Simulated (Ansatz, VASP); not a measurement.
One calculation of Zn, two programs

```
CELL_PARAMETERS angstrom
2.63504 0.00000 0.00000
-1.31752 2.28201 0.00000
0.00000 0.00000 15.27597
ATOMIC_POSITIONS crystal
Zn 0.00000 0.00000 0.00000
Zn 0.33333 0.66667 0.16667
Zn 0.66667 0.33333 0.33333
Zn 0.00000 0.00000 0.50000
Zn 0.66667 0.33333 0.66667
Zn 0.33333 0.66667 0.83333
```

Alike in both runs: task relaxation of cell and atoms; functional PBE; k mesh 18 × 18 × 4; occupations gaussian, width 0.1 eV; no spin polarisation.

```csv
,VASP,Ansatz
version,VASP 6.6.1,Ansatz 0.2.0
potentials or method,"VASP PAW PBE potentials, release 64 (Zn), cutoff 600 eV","scalar-relativistic, plane waves, PAW"
valence electrons in the cell,72,72
```

Ansatz gave:

- gap on the k mesh at the Fermi level, each at its own relaxed structure (eV): none
- relaxed volume (Å³/atom): 15.41
- relaxed length of the cell vector where the two differ most in proportion (Å): 15.425

Estimate VASP's values.

gap on the k mesh at the Fermi level, each at its own relaxed structure (eV): none; relaxed volume (Å³/atom): 15.52; relaxed length of the cell vector where the two differ most in proportion (Å): 15.468.

A gap of «none» marks a metal or a gap that the smearing closes.
